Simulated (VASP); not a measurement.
Runs of VASP 6.6.1 on BaO. The structure is that of space group Fm-3m (No. 225), or close to it. The cells are those of the table. 

```csv
cell,gap on the mesh (eV),pressure (GPa)
"a = 4.039 Å, angles 60.0°, 2 atoms",2.24,(a)
"a = 3.782 Å, angles 60.0°, 2 atoms",1.55,(b)
"a = 3.727 Å, angles 60.0°, 2 atoms",1.33,20.1
"a = 3.940 Å, angles 60.0°, 2 atoms",2.04,1.5
"a = 3.837 Å, angles 60.0°, 2 atoms",1.74,8.8
```

Alike in all rows: task single point; level PBE; potentials or basis VASP PAW PBE potentials, release 64 (Ba_sv, O_h); no spin polarisation; k mesh 6 × 6 × 6; cutoff (eV) 1340; smearing gaussian 0.01 eV.

Question: Estimate the missing entries.

Answer: (a) -3.2; (b) 13.8.

Caveats: spin-orbit coupling is left out, which moves the levels of the heavy elements; the cell stands under pressure (at least some runs); the cell stands under tension (at least some runs).

A k mesh can miss the band edges, and the runs leave out spin-orbit coupling on Ba.
